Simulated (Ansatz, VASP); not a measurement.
**SiF2: VASP beside Ansatz**

```xyz
6
Lattice="5.0702 0.0000 0.0000 0.0000 5.0780 0.0000 0.0000 0.0000 3.4944" Properties=species:S:1:pos:R:3 pbc="T T T"
Si    0.0000    0.0000    0.0000
Si    2.5351    2.5390    1.7472
F     1.4512    1.4536    0.0000
F     3.6190    3.6244    0.0000
F     3.9863    1.0854    1.7472
F     1.0839    3.9926    1.7472
```

Alike in both runs: functional PBE; k mesh 6 × 6 × 8; occupations gaussian, width 0.02 eV; no spin polarisation.

Ansatz relaxed the structure, and its values are those at the end. VASP's run is a single point on that final structure, the one shown.

|  | VASP | Ansatz |
| --- | --- | --- |
| version | VASP 6.6.1 | Ansatz 0.2.0 |
| potentials or method | VASP PAW PBE potentials, release 64 (Si, F), cutoff 520 eV | scalar-relativistic, plane waves, PAW |
| valence electrons in the cell | 36 | 36 |

VASP gave:

| Item | Value |
| --- | --- |
| gap on the k mesh at the Fermi level (eV) | 1.79 |
| least direct gap on the mesh (eV) | 1.81 |
| pressure (GPa) | -0.2 |
| rms of the force components (eV/Å) | 0.009 |

Question: Estimate Ansatz's values.

Answer: gap on the k mesh at the Fermi level (eV): 1.79; least direct gap on the mesh (eV): 1.81; pressure (GPa): 0.0; rms of the force components (eV/Å): 0.000.

The functional is the same, so the differences come from potentials, cutoffs and numerics.
